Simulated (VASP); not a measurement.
# KBr (Fm-3m) in VASP: a series of runs

Runs on KBr. Level: PBE. Tasks: single point.

Everything below comes from runs of VASP 6.6.1. Logs are shortened: lines on timing, memory, paths and dates and some standing lists are left out, and cuts for length are marked.

### 1 The cell of the first run

The structure is cubic, space group Fm-3m (No. 225). The conventional cell has a = 6.585 Å, b = 6.585 Å, c = 6.585 Å, α = 90.00°, β = 90.00°, γ = 90.00°. Within 4.3 Å of K (site symmetry m-3m) lie 6 Br at 3.29 Å. Within 4.3 Å of Br (site symmetry m-3m) lie 6 K at 3.29 Å.

### 2 Single point, PBE

Input file INCAR:

```
PREC = Accurate
ENCUT = 520
EDIFF = 1E-7
ISMEAR = 0
SIGMA = 0.05
LREAL = F
LASPH = T
NELM = 100
ALGO = Normal
ISIF = 2
LWAVE = F
LCHARG = F
GGA = PE
NBANDS = 15
```

Input file KPOINTS:

```
Automatic mesh
0
Gamma
  10 10 10
```

Input file POSCAR:

```
KBr
1.0
    0.0000000000      3.2925005703      3.2925005703
    3.2925005703      0.0000000000      3.2925005703
    3.2925005703      3.2925005703      0.0000000000
K Br
1 1
Direct
    0.0000000000      0.0000000000      0.0000000000
    0.5000000000      0.5000000000      0.5000000000
```

Potentials or basis: VASP PAW PBE potentials, release 64 (K_sv, Br).

Command:

```sh
$ cat potpaw_PBE.64/K_sv/POTCAR potpaw_PBE.64/Br/POTCAR > POTCAR
$ mpirun -np 1 vasp_std > vasp.out
```

OUTCAR:

```text
PREC = Accurate
   ENCUT = 520
   EDIFF = 1E-7
   ISMEAR = 0
   LREAL = F
   LASPH = T
   NELM = 100
   ISIF = 2
   GGA = PE

 ion  position               nearest neighbor table
   1  0.000  0.000  0.000-   2 3.29   2 3.29   2 3.29   2 3.29   2 3.29   2 3.29
   2  0.500  0.500  0.500-   1 3.29   1 3.29   1 3.29   1 3.29   1 3.29   1 3.29

  LATTYP: Found a face centered cubic cell.
 ALAT       =     6.5850011406

  Lattice vectors:

 A1 = (   0.0000000000,   3.2925005703,   3.2925005703)
 A2 = (   3.2925005703,   0.0000000000,   3.2925005703)
 A3 = (   3.2925005703,   3.2925005703,   0.0000000000)

Analysis of symmetry for initial positions (statically):
=====================================================================
 Subroutine PRICEL returns:
 Original cell was already a primitive cell.

 Routine SETGRP: Setting up the symmetry group for a
 face centered cubic supercell.

 Subroutine GETGRP returns: Found 48 space group operations
 (whereof 48 operations were pure point group operations)
 out of a pool of 48 trial point group operations.

The static configuration has the point symmetry O_h .

Analysis of symmetry for dynamics (positions and initial velocities):
=====================================================================
 Subroutine PRICEL returns:
 Original cell was already a primitive cell.

 Routine SETGRP: Setting up the symmetry group for a
 face centered cubic supercell.

 Subroutine GETGRP returns: Found 48 space group operations
 (whereof 48 operations were pure point group operations)
 out of a pool of 48 trial point group operations.

The dynamic configuration has the point symmetry O_h .

 Subroutine INISYM returns: Found 48 space group operations
 (whereof 48 operations are pure point group operations),
 and found     1 'primitive' translations

----------------------------------------------------------------------------------------

                                     Primitive cell

  volume of cell :      71.3851

  direct lattice vectors                    reciprocal lattice vectors
     0.000000000  3.292500570  3.292500570    -0.151860262  0.151860262  0.151860262
     3.292500570  0.000000000  3.292500570     0.151860262 -0.151860262  0.151860262
     3.292500570  3.292500570  0.000000000     0.151860262  0.151860262 -0.151860262

  length of vectors
     4.656298961  4.656298961  4.656298961     0.263029690  0.263029690  0.263029690

  position of ions in fractional coordinates (direct lattice)
     0.000000000  0.000000000  0.000000000
     0.500000000  0.500000000  0.500000000

  ion indices of the primitive-cell ions
   primitive index   ion index
                 1           1
                 2           2

----------------------------------------------------------------------------------------

 KPOINTS: Automatic mesh

Automatic generation of k-mesh.
 Grid dimensions read from file:
 generate k-points for:   10   10   10

 Generating k-lattice:

  Cartesian coordinates                     Fractional coordinates (reciprocal lattice)
    -0.015186026  0.015186026  0.015186026     0.100000000  0.000000000  0.000000000
     0.015186026 -0.015186026  0.015186026     0.000000000  0.100000000  0.000000000
     0.015186026  0.015186026 -0.015186026     0.000000000  0.000000000  0.100000000

  Length of vectors
     0.026302969  0.026302969  0.026302969

  Shift w.r.t. Gamma in fractional coordinates (k-lattice)
     0.000000000  0.000000000  0.000000000

 Subroutine IBZKPT returns following result:
 ===========================================

 Found     47 irreducible k-points:

 Following reciprocal coordinates:
            Coordinates               Weight
  0.000000  0.000000  0.000000      1.000000
  0.100000  0.000000  0.000000      8.000000
  0.200000  0.000000  0.000000      8.000000
  0.300000  0.000000  0.000000      8.000000
  0.400000  0.000000  0.000000      8.000000
  0.500000  0.000000  0.000000      4.000000
[... 16 lines left out ...]
  0.300000  0.300000  0.000000      6.000000
  0.400000  0.300000  0.000000     24.000000
 [... further k-points ...]
   k-points           NKPTS =     47   k-points in BZ     NKDIM =     47   number of bands    NBANDS=     15
   number of dos      NEDOS =    301   number of ions     NIONS =      2
   total plane-waves  NPLWV =  46656
   dimension x,y,z NGX =    36 NGY =   36 NGZ =   36
   dimension x,y,z NGXF=    72 NGYF=   72 NGZF=   72
   ions per type =               1   1
   NGX,Y,Z   is equivalent  to a cutoff of  12.85, 12.85, 12.85 a.u.
   NGXF,Y,Z  is equivalent  to a cutoff of  25.71, 25.71, 25.71 a.u.
 SYSTEM =  unknown system
   PREC   = accura    normal or accurate (medium, high low for compatibility)
   ISTART =      0    job   : 0-new  1-cont  2-samecut
   ICHARG =      2    charge: 1-file 2-atom 10-const
   ISPIN  =      1    spin polarized calculation?
   LNONCOLLINEAR =      F non collinear calculations
   LSORBIT =      F    spin-orbit coupling
   LASPH  =      T    aspherical Exc in radial PAW
   ENCUT  =  520.0 eV  38.22 Ry    6.18 a.u.   8.66  8.66  8.66*2*pi/ulx,y,z
   NELM   =    100;   NELMIN=  2; NELMDL= -5     # of ELM steps
   EDIFF  = 0.1E-06   stopping-criterion for ELM
   LREAL  =      F    real-space projection
   EDIFFG = 0.1E-05   stopping-criterion for IOM
   NSW    =      0    number of steps for IOM
   IBRION =     -1    ionic relax: 0-MD 1-quasi-New 2-CG
   NFREE  =      0    steps in history (QN), initial steepest desc. (CG)
   ISIF   =      2    stress and relaxation
   ISYM   =      2    0-nonsym 1-usesym 2-fastsym
   POTIM  = 0.5000    time-step for ionic-motion
   TEBEG  =    0.0;   TEEND  =   0.0 temperature during run
   PSTRESS=    0.0 pullay stress
   NELECT =      16.0000    total number of electrons
   NUPDOWN=      -1.0000    fix difference up-down
   EMIN   =  10.00;   EMAX   =-10.00  energy-range for DOS
   EFERMI =   0.00;   METHOD = LEGACY
   ISMEAR =     0;   SIGMA  =   0.05  broadening in eV -4-tet -1-fermi 0-gaus
   EFERMI_NEDOS =   21; number of points for ismear=-14 and -15
   IALGO  =     38    algorithm
   IMIX   =      4    mixing-type and parameters
     AMIX     =   0.40;   BMIX     =  1.00
     AMIX_MAG =   1.60;   BMIX_MAG =  1.00
  volume/ion in A,a.u.               =      35.69       240.87
  Fermi-wavevector in a.u.,A,eV,Ry     =   0.994441  1.879221 13.454974  0.988913
  Thomas-Fermi vector in A             =   2.126392
   LORBIT       =      0    0 simple, 1 ext, 2 COOP (PROOUT), +10 PAW based schemes
   GGA     = PE    functional components
   LHFCALC =     F    Hartree Fock is set to
   AEXX    =    0.0000 exact exchange contribution
   IVDW    =     0    specifies the selected vdW correction
   LEPSILON=     F    determine dielectric tensor
   LRPA    =     F    only Hartree local field effects (RPA)
 non-spin polarized calculation
 Gauss-broadening in eV      SIGMA  =   0.05
  energy-cutoff  :      520.00
  volume of cell :       71.39
 maximum number of plane-waves:      1936
   NGX = 17   NGY = 17   NGZ = 17

 number of electron      15.9999998 magnetization

 Free energy of the ion-electron system (eV)
  ---------------------------------------------------
  ext. energy  EPLUGINS =         0.00000000
  ---------------------------------------------------
  free energy    TOTEN  =        -6.21255321 eV

  energy without entropy =       -6.21255321  energy(sigma->0) =       -6.21255321

 E-fermi :  -1.5011     XC(G=0):  -7.3979

 val. band max:       -1.7133950854   @ k =   0.0000   0.0000   0.0000
 cond. band min:       2.7389374158   @ k =   0.0000   0.0000   0.0000
 fundamental gap:      4.4523325011
 Fermi energy:        -1.5011152911

 k-point     1 :       0.0000    0.0000    0.0000
  band No.  band energies     occupation
      1     -29.4800      2.00000
      2     -14.0140      2.00000
      3     -12.9578      2.00000
      4     -12.9578      2.00000
      5     -12.9578      2.00000
      6      -1.7134      2.00000
      7      -1.7134      2.00000
      8      -1.7134      2.00000
      9       2.7389      0.00000
     10       5.8921      0.00000
     11       5.8921      0.00000
     12       5.8921      0.00000
     13       6.7196      0.00000
     14       6.7196      0.00000
     15       9.9066      0.00000

 k-point     2 :       0.1000    0.0000    0.0000
  band No.  band energies     occupation
      1     -29.4794      2.00000
      2     -14.0345      2.00000
      3     -12.9584      2.00000
      4     -12.9584      2.00000
      5     -12.9305      2.00000
      6      -1.8641      2.00000
      7      -1.7483      2.00000
      8      -1.7483      2.00000
      9       2.9992      0.00000
     10       5.8195      0.00000
     11       6.0123      0.00000
     12       6.0123      0.00000
     13       6.8524      0.00000
     14       6.8524      0.00000
     15      10.2782      0.00000

 k-point     3 :       0.2000    0.0000    0.0000
  band No.  band energies     occupation
      1     -29.4779      2.00000
      2     -14.0840      2.00000
      3     -12.9598      2.00000
      4     -12.9598      2.00000
      5     -12.8630      2.00000
      6      -2.2071      2.00000
      7      -1.8368      2.00000
      8      -1.8368      2.00000
      9       3.6352      0.00000
     10       5.7443      0.00000
     11       6.3560      0.00000
     12       6.3560      0.00000
     13       7.2338      0.00000
     14       7.2338      0.00000
     15      10.9036      0.00000

 k-point     4 :       0.3000    0.0000    0.0000
  band No.  band energies     occupation
      1     -29.4761      2.00000
      2     -14.1387      2.00000
      3     -12.9615      2.00000
      4     -12.9615      2.00000
      5     -12.7857      2.00000
      6      -2.5633      2.00000
      7      -1.9411      2.00000
      8      -1.9411      2.00000
      9       4.3254      0.00000
     10       5.8992      0.00000
     11       6.8842      0.00000
     12       6.8842      0.00000
     13       7.7944      0.00000
     14       7.7944      0.00000
     15      10.0881      0.00000
[... 307 lines left out ...]
 k-point    22 :      -0.2000    0.2000    0.0000
  band No.  band energies     occupation
      1     -29.4756      2.00000
      2     -14.1200      2.00000
      3     -12.9854      2.00000
      4     -12.9592      2.00000
      5     -12.7940      2.00000
      6      -2.5469      2.00000
      7      -1.9906      2.00000
      8      -1.9814      2.00000
      9       4.6285      0.00000
     10       5.5874      0.00000
     11       6.7760      0.00000
     12       7.2409      0.00000
     13       7.6582      0.00000
     14       8.2984      0.00000
     15       9.6249      0.00000

 k-point    23 :       0.3000    0.3000    0.0000
  band No.  band energies     occupation
      1     -29.4750      2.00000
      2     -14.0405      2.00000
      3     -12.9819      2.00000
      4     -12.9819      2.00000
      5     -12.8931      2.00000
      6      -2.5133      2.00000
      7      -1.9192      2.00000
      8      -1.9192      2.00000
      9       4.5815      0.00000
     10       4.6114      0.00000
     11       7.2890      0.00000
     12       7.8890      0.00000
     13       7.8890      0.00000
     14       8.0057      0.00000
     15       9.4364      0.00000

 k-point    24 :       0.4000    0.3000    0.0000
  band No.  band energies     occupation
      1     -29.4739      2.00000
      2     -14.0218      2.00000
      3     -12.9909      2.00000
      4     -12.9853      2.00000
      5     -12.9116      2.00000
      6      -2.5548      2.00000
      7      -2.0089      2.00000
      8      -1.9670      2.00000
      9       4.5188      0.00000
     10       5.1159      0.00000
     11       7.5269      0.00000
     12       7.7286      0.00000
     13       8.3099      0.00000
     14       8.4269      0.00000
     15       9.0760      0.00000

 [... further k-points ...]

------------------------ aborting loop because EDIFF is reached ----------------------------------------

  FORCE on cell =-STRESS in cart. coord.  units (eV):
  Direction    XX          YY          ZZ          XY          YZ          ZX
  --------------------------------------------------------------------------------------
  -------------------------------------------------------------------------------------
  Total        0.3888785      0.3888785      0.3888785     -0.0000000      0.0000000      0.0000000
  in kB        8.7280433      8.7280433      8.7280433     -0.0000000      0.0000000      0.0000000
  external PRESSURE =       8.7280433 kB  Pullay stress =       0.0000000 kB

 VOLUME and BASIS-vectors are now :
 -----------------------------------------------------------------------------
  energy-cutoff  :      520.00
  volume of cell :       71.39
      direct lattice vectors                 reciprocal lattice vectors
     0.000000000  3.292500570  3.292500570    -0.151860262  0.151860262  0.151860262
     3.292500570  0.000000000  3.292500570     0.151860262 -0.151860262  0.151860262
     3.292500570  3.292500570  0.000000000     0.151860262  0.151860262 -0.151860262

 POSITION                                       TOTAL-FORCE (eV/Angst)
 -----------------------------------------------------------------------------------
      0.00000      0.00000      0.00000         0.000000      0.000000      0.000000
      3.29250      3.29250      3.29250         0.000000     -0.000000     -0.000000
 -----------------------------------------------------------------------------------
    total drift:                                0.000000      0.000000      0.000000

  FREE ENERGIE OF THE ION-ELECTRON SYSTEM (eV)
  ---------------------------------------------------
  free  energy   TOTEN  =        -6.2125532073 eV

  energy  without entropy=       -6.2125532073  energy(sigma->0) =       -6.21255321
```

It took 74 s on 1 thread of Intel Xeon 8259CL, shared host; peak memory 0.23 GiB.

What came out:

| Property | Result |
| --- | --- |
| Free energy | -6.2126 eV |
| Pressure | 0.9 GPa |
| Band gap on the k mesh | 4.45 eV |

### 3 Single point, PBE

Input file INCAR:

```
SYSTEM = KBr
ALGO = Normal
EDIFF = 1E-6
ENCUT = 520
GGA = PE
ISIF = 2
ISMEAR = 0
LASPH = .True.
LCHARG = .False.
LREAL = .False.
LWAVE = .False.
NBANDS = 15
NELM = 80
PREC = Accurate
SIGMA = 0.05
```

Input file KPOINTS:

```
k-points
0
Gamma
  10 10 10
  0 0 0
```

POSCAR is that of step 2.

Potentials or basis: VASP PAW PBE potentials, release 64 (K_sv, Br).

Command:

```sh
$ cat potpaw_PBE.64/K_sv/POTCAR potpaw_PBE.64/Br/POTCAR > POTCAR
$ mpirun -np 1 vasp_std > vasp.out
```

Run time: 66 s. Hardware: 1 thread of Intel Xeon 8259CL, shared host; peak memory 0.23 GiB.

It converged, with:

* Free energy: -6.2126 eV
* Pressure: 0.9 GPa
* Band gap on the k mesh: 4.45 eV

Levels at points of the mesh, in eV from the valence-band top:
| k point | band 5 | band 6 | band 7 | band 8 | band 9 | band 10 | band 11 | band 12 |
| --- | --- | --- | --- | --- | --- | --- | --- | --- |
| (0.00, 0.00, 0.00) | -11.24 | 0.00 | 0.00 | 0.00 | 4.45 | 7.61 | 7.61 | 7.61 |
| (0.50, 0.00, 0.00) | -10.99 | -1.19 | -0.34 | -0.34 | 6.61 | 8.26 | 9.78 | 9.78 |
| (0.50, 0.50, 0.00) | -11.28 | -0.82 | -0.29 | -0.29 | 5.86 | 7.22 | 9.38 | 9.55 |

A k mesh can miss the band edges. A hybrid or GW would open this gap; PBE tends to underestimate it.
